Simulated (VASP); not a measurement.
# Si3Ru (Fm-3m) in VASP: single point with PBE

Aim: the single point of Si3Ru with PBE.

Everything below comes from runs of VASP 6.6.1. Logs are shortened: lines on timing, memory, paths and dates and some standing lists are left out, and cuts for length are marked.

### 1 The cell of the first run

It takes space group Fm-3m (No. 225, cubic). Conventional cell: a = 6.020 Å, b = 6.020 Å, c = 6.020 Å, α = 90.00°, β = 90.00°, γ = 90.00°. Within 3.4 Å of Si (site symmetry -43m) lie 10 Si at 2.61 to 3.01 Å and 4 Ru at 2.61 Å. Within 3.4 Å of Si (site symmetry m-3m) lie 8 Si at 2.61 Å and 6 Ru at 3.01 Å. Within 3.4 Å of Ru (site symmetry m-3m) lie 14 Si at 2.61 to 3.01 Å.

### 2 Single point, PBE

POSCAR reads:

```
Si3Ru
1.0
    0.0000000000      3.0101336546      3.0101336546
    3.0101336546      0.0000000000      3.0101336546
    3.0101336546      3.0101336546      0.0000000000
Si Ru
3 1
Direct
    0.2500000000      0.2500000000      0.2500000000
    0.7500000000      0.7500000000      0.7500000000
    0.5000000000      0.5000000000      0.5000000000
    0.0000000000      0.0000000000      0.0000000000
```

INCAR.step1 reads:

```
ALGO = Normal
EDIFF = 1E-6
ENCUT = 520
GGA = PE
ISIF = 2
ISMEAR = 0
LASPH = T
LCHARG = T
LMAXMIX = 4
LREAL = F
LWAVE = F
NBANDS = 21
NELM = 60
PREC = Accurate
SIGMA = 0.1
```

KPOINTS.step1 reads:

```
k-points
0
Gamma
  14 14 14
```

INCAR.step2 reads:

```
ALGO = Normal
EDIFF = 1E-6
ENCUT = 520
GGA = PE
ICHARG = 11
ISIF = 2
ISMEAR = -5
LASPH = T
LCHARG = F
LMAXMIX = 4
LORBIT = 11
LREAL = F
LWAVE = F
NBANDS = 21
NEDOS = 1001
NELM = 60
PREC = Accurate
SIGMA = 0.1
```

KPOINTS.step2 reads:

```
k-points
0
Gamma
  21 21 21
```

Potentials or basis: VASP PAW PBE potentials, release 64 (Si, Ru_pv).

Launch:

```bash
cat potpaw_PBE.64/Si/POTCAR potpaw_PBE.64/Ru_pv/POTCAR > POTCAR
cp INCAR.step1 INCAR
cp KPOINTS.step1 KPOINTS
mpirun -np 1 vasp_std > vasp.out
cp INCAR.step2 INCAR
cp KPOINTS.step2 KPOINTS
mpirun -np 1 vasp_std > vasp.out
```

OUTCAR:

```text
EDIFF = 1E-6
   ENCUT = 520
   GGA = PE
   ICHARG = 11
   ISIF = 2
   ISMEAR = -5
   LASPH = T
   LORBIT = 11
   LREAL = F
   NELM = 60
   PREC = Accurate

 ion  position               nearest neighbor table
   1  0.250  0.250  0.250-   4 2.61   4 2.61   3 2.61   3 2.61   4 2.61   3 2.61   4 2.61   3 2.61
                             2 3.01   2 3.01   2 3.01   2 3.01   2 3.01   2 3.01
   2  0.750  0.750  0.750-   3 2.61   3 2.61   4 2.61   4 2.61   4 2.61   4 2.61   3 2.61   3 2.61
                             1 3.01   1 3.01   1 3.01   1 3.01   1 3.01   1 3.01
   3  0.500  0.500  0.500-   1 2.61   1 2.61   2 2.61   2 2.61   2 2.61   2 2.61   1 2.61   1 2.61
                             4 3.01   4 3.01   4 3.01   4 3.01   4 3.01   4 3.01
   4  0.000  0.000  0.000-   2 2.61   2 2.61   1 2.61   1 2.61   2 2.61   1 2.61   2 2.61   1 2.61
                             3 3.01   3 3.01   3 3.01   3 3.01   3 3.01   3 3.01

  LATTYP: Found a face centered cubic cell.
 ALAT       =     6.0202673092

  Lattice vectors:

 A1 = (   0.0000000000,   3.0101336546,   3.0101336546)
 A2 = (   3.0101336546,   0.0000000000,   3.0101336546)
 A3 = (   3.0101336546,   3.0101336546,   0.0000000000)

Analysis of symmetry for initial positions (statically):
=====================================================================
 Subroutine PRICEL returns:
 Original cell was already a primitive cell.

 Routine SETGRP: Setting up the symmetry group for a
 face centered cubic supercell.

 Subroutine GETGRP returns: Found 48 space group operations
 (whereof 48 operations were pure point group operations)
 out of a pool of 48 trial point group operations.

The static configuration has the point symmetry O_h .

Analysis of symmetry for dynamics (positions and initial velocities):
=====================================================================
 Subroutine PRICEL returns:
 Original cell was already a primitive cell.

 Routine SETGRP: Setting up the symmetry group for a
 face centered cubic supercell.

 Subroutine GETGRP returns: Found 48 space group operations
 (whereof 48 operations were pure point group operations)
 out of a pool of 48 trial point group operations.

The dynamic configuration has the point symmetry O_h .

 Subroutine INISYM returns: Found 48 space group operations
 (whereof 48 operations are pure point group operations),
 and found     1 'primitive' translations

----------------------------------------------------------------------------------------

                                     Primitive cell

  volume of cell :      54.5491

  direct lattice vectors                    reciprocal lattice vectors
     0.000000000  3.010133655  3.010133655    -0.166105581  0.166105581  0.166105581
     3.010133655  0.000000000  3.010133655     0.166105581 -0.166105581  0.166105581
     3.010133655  3.010133655  0.000000000     0.166105581  0.166105581 -0.166105581

  length of vectors
     4.256971839  4.256971839  4.256971839     0.287703306  0.287703306  0.287703306

  position of ions in fractional coordinates (direct lattice)
     0.250000000  0.250000000  0.250000000
     0.750000000  0.750000000  0.750000000
     0.500000000  0.500000000  0.500000000
     0.000000000  0.000000000  0.000000000

  ion indices of the primitive-cell ions
   primitive index   ion index
                 1           1
                 2           2
                 3           3
                 4           4

----------------------------------------------------------------------------------------

 KPOINTS: k-points

Automatic generation of k-mesh.
 Grid dimensions read from file:
 generate k-points for:   21   21   21

 Generating k-lattice:

  Cartesian coordinates                     Fractional coordinates (reciprocal lattice)
    -0.007909790  0.007909790  0.007909790     0.047619048  0.000000000  0.000000000
     0.007909790 -0.007909790  0.007909790     0.000000000  0.047619048  0.000000000
     0.007909790  0.007909790 -0.007909790     0.000000000  0.000000000  0.047619048

  Length of vectors
     0.013700157  0.013700157  0.013700157

  Shift w.r.t. Gamma in fractional coordinates (k-lattice)
     0.000000000  0.000000000  0.000000000

 TETIRR: Found   1276 inequivalent tetrahedra from    55566

 Subroutine IBZKPT returns following result:
 ===========================================

 Found    286 irreducible k-points:

 Following reciprocal coordinates:
            Coordinates               Weight
  0.000000  0.000000  0.000000      1.000000
  0.047619  0.000000  0.000000      8.000000
  0.095238  0.000000  0.000000      8.000000
  0.142857  0.000000  0.000000      8.000000
  0.190476  0.000000  0.000000      8.000000
  0.238095  0.000000  0.000000      8.000000
[... 16 lines left out ...]
 -0.428571  0.047619  0.000000     24.000000
 -0.380952  0.047619  0.000000     24.000000
 [... further k-points ...]
   k-points           NKPTS =    286   k-points in BZ     NKDIM =    286   number of bands    NBANDS=     21
   number of dos      NEDOS =   1001   number of ions     NIONS =      4
   total plane-waves  NPLWV =  32768
   dimension x,y,z NGX =    32 NGY =   32 NGZ =   32
   dimension x,y,z NGXF=    64 NGYF=   64 NGZF=   64
   ions per type =               3   1
   NGX,Y,Z   is equivalent  to a cutoff of  12.50, 12.50, 12.50 a.u.
   NGXF,Y,Z  is equivalent  to a cutoff of  24.99, 24.99, 24.99 a.u.
 SYSTEM =  unknown system
   PREC   = accura    normal or accurate (medium, high low for compatibility)
   ISTART =      0    job   : 0-new  1-cont  2-samecut
   ICHARG =     11    charge: 1-file 2-atom 10-const
   ISPIN  =      1    spin polarized calculation?
   LNONCOLLINEAR =      F non collinear calculations
   LSORBIT =      F    spin-orbit coupling
   LASPH  =      T    aspherical Exc in radial PAW
   ENCUT  =  520.0 eV  38.22 Ry    6.18 a.u.   7.92  7.92  7.92*2*pi/ulx,y,z
   NELM   =     60;   NELMIN=  2; NELMDL=  0     # of ELM steps
   EDIFF  = 0.1E-05   stopping-criterion for ELM
   LREAL  =      F    real-space projection
   EDIFFG = 0.1E-04   stopping-criterion for IOM
   NSW    =      0    number of steps for IOM
   IBRION =     -1    ionic relax: 0-MD 1-quasi-New 2-CG
   NFREE  =      0    steps in history (QN), initial steepest desc. (CG)
   ISIF   =      2    stress and relaxation
   ISYM   =      2    0-nonsym 1-usesym 2-fastsym
   POTIM  = 0.5000    time-step for ionic-motion
   TEBEG  =    0.0;   TEEND  =   0.0 temperature during run
   PSTRESS=    0.0 pullay stress
   NELECT =      26.0000    total number of electrons
   NUPDOWN=      -1.0000    fix difference up-down
   EMIN   =  10.00;   EMAX   =-10.00  energy-range for DOS
   EFERMI =   0.00;   METHOD = LEGACY
   ISMEAR =    -5;   SIGMA  =   0.10  broadening in eV -4-tet -1-fermi 0-gaus
   EFERMI_NEDOS =   21; number of points for ismear=-14 and -15
   IALGO  =     38    algorithm
   IMIX   =      4    mixing-type and parameters
     AMIX     =   0.40;   BMIX     =  1.00
     AMIX_MAG =   1.60;   BMIX_MAG =  1.00
  volume/ion in A,a.u.               =      13.64        92.03
  Fermi-wavevector in a.u.,A,eV,Ry     =   1.278803  2.416586 22.250097  1.635336
  Thomas-Fermi vector in A             =   2.411324
   LORBIT       =     11    0 simple, 1 ext, 2 COOP (PROOUT), +10 PAW based schemes
   GGA     = PE    functional components
   LHFCALC =     F    Hartree Fock is set to
   AEXX    =    0.0000 exact exchange contribution
   IVDW    =     0    specifies the selected vdW correction
   LEPSILON=     F    determine dielectric tensor
   LRPA    =     F    only Hartree local field effects (RPA)
 non-spin polarized calculation
 Fermi weights with tetrahedron method with Bloechl corrections
  energy-cutoff  :      520.00
  volume of cell :       54.55
 maximum number of plane-waves:      1484

 number of electron      26.0000005 magnetization

 Free energy of the ion-electron system (eV)
  ---------------------------------------------------
  ext. energy  EPLUGINS =         0.00000000
  ---------------------------------------------------
  free energy    TOTEN  =       -24.87986325 eV

  energy without entropy =      -24.87986325  energy(sigma->0) =      -24.87986325

 E-fermi :  11.2243     XC(G=0): -12.0934

 val. band max:       11.3105206940   @ k =  -0.2857   0.0952   0.0000
 cond. band min:      11.1717884760   @ k =  -0.2381   0.2381   0.0476
 fundamental gap:     -0.1387322180
 Fermi energy:        11.2242935826

 k-point     1 :       0.0000    0.0000    0.0000
  band No.  band energies     occupation
      1     -31.2617      2.00000
      2     -31.2617      2.00000
      3     -31.2617      2.00000
      4      -2.5215      2.00000
      5       6.1276      2.00000
      6       6.1276      2.00000
[... 13 lines left out ...]
     20      14.0588      0.00000
     21      18.0938      0.00000

 k-point     2 :       0.0476    0.0000    0.0000
  band No.  band energies     occupation
      1     -31.2618      2.00000
      2     -31.2617      2.00000
      3     -31.2617      2.00000
      4      -2.4932      2.00000
      5       5.9341      2.00000
      6       6.1332      2.00000
[... 13 lines left out ...]
     20      14.7081      0.00000
     21      18.1766      0.00000

 k-point     3 :       0.0952    0.0000    0.0000
  band No.  band energies     occupation
      1     -31.2623      2.00000
      2     -31.2617      2.00000
      3     -31.2617      2.00000
      4      -2.4085      2.00000
      5       5.4854      2.00000
      6       6.1465      2.00000
[... 13 lines left out ...]
     20      15.3138      0.00000
     21      18.4145      0.00000
[... 457 lines left out ...]
 k-point    23 :      -0.4286    0.0476    0.0000
  band No.  band energies     occupation
      1     -31.2693      2.00000
      2     -31.2630      2.00000
      3     -31.2628      2.00000
      4      -0.2234      2.00000
      5       1.1854      2.00000
      6       5.5459      2.00000
[... 13 lines left out ...]
     20      18.0974      0.00000
     21      18.9738      0.00000

 k-point    24 :      -0.3810    0.0476    0.0000
  band No.  band energies     occupation
      1     -31.2687      2.00000
      2     -31.2629      2.00000
      3     -31.2627      2.00000
      4      -0.6381      2.00000
      5       1.7151      2.00000
      6       5.5678      2.00000
[... 13 lines left out ...]
     20      18.3384      0.00000
     21      19.3126      0.00000

 [... further k-points ...]

------------------------ aborting loop because EDIFF is reached ----------------------------------------

  FORCE on cell =-STRESS in cart. coord.  units (eV):
  Direction    XX          YY          ZZ          XY          YZ          ZX
  --------------------------------------------------------------------------------------
  -------------------------------------------------------------------------------------
  Total        0.2594338      0.2594338      0.2594338      0.0000000      0.0000000      0.0000000
  in kB        7.6199097      7.6199097      7.6199097      0.0000000      0.0000000      0.0000000
  external PRESSURE =       7.6199097 kB  Pullay stress =       0.0000000 kB

 VOLUME and BASIS-vectors are now :
 -----------------------------------------------------------------------------
  energy-cutoff  :      520.00
  volume of cell :       54.55
      direct lattice vectors                 reciprocal lattice vectors
     0.000000000  3.010133655  3.010133655    -0.166105581  0.166105581  0.166105581
     3.010133655  0.000000000  3.010133655     0.166105581 -0.166105581  0.166105581
     3.010133655  3.010133655  0.000000000     0.166105581  0.166105581 -0.166105581

 POSITION                                       TOTAL-FORCE (eV/Angst)
 -----------------------------------------------------------------------------------
      1.50507      1.50507      1.50507         0.000000      0.000000      0.000000
      4.51520      4.51520      4.51520        -0.000000     -0.000000      0.000000
      3.01013      3.01013      3.01013         0.000000      0.000000     -0.000000
      0.00000      0.00000      0.00000         0.000000      0.000000     -0.000000
 -----------------------------------------------------------------------------------
    total drift:                                0.000000     -0.000000      0.000000

  FREE ENERGIE OF THE ION-ELECTRON SYSTEM (eV)
  ---------------------------------------------------
  free  energy   TOTEN  =       -24.8798632534 eV

  energy  without entropy=      -24.8798632534  energy(sigma->0) =      -24.87986325

 total charge

# of ion       s       p       d       tot
------------------------------------------
    1        0.797   0.759   0.000   1.556
    2        0.797   0.759   0.000   1.556
    3        0.869   0.680   0.000   1.549
    4        0.334   6.250   6.145  12.729
--------------------------------------------------
tot          2.796   8.447   6.145  17.388
```

Run time: 2.1 min. Hardware: 1 thread of Intel Xeon 6975P-C (Granite Rapids), shared host; peak memory 0.39 GiB.

Results:

* Valence electrons inside the program's atomic spheres: Si 1.56, 1.55 (each value once); Ru 12.73

Levels at points of the mesh, in eV from the Fermi level:
```csv
k point,band 9,band 10,band 11,band 12,band 13,band 14,band 15,band 16,band 17,band 18
"(0.00, 0.00, 0.00)",-2.65,-2.65,-1.99,-1.99,-1.99,-0.57,2.83,2.83,2.83,2.83
```

Caveat: tetrahedron occupations give inexact forces and stress in metals.
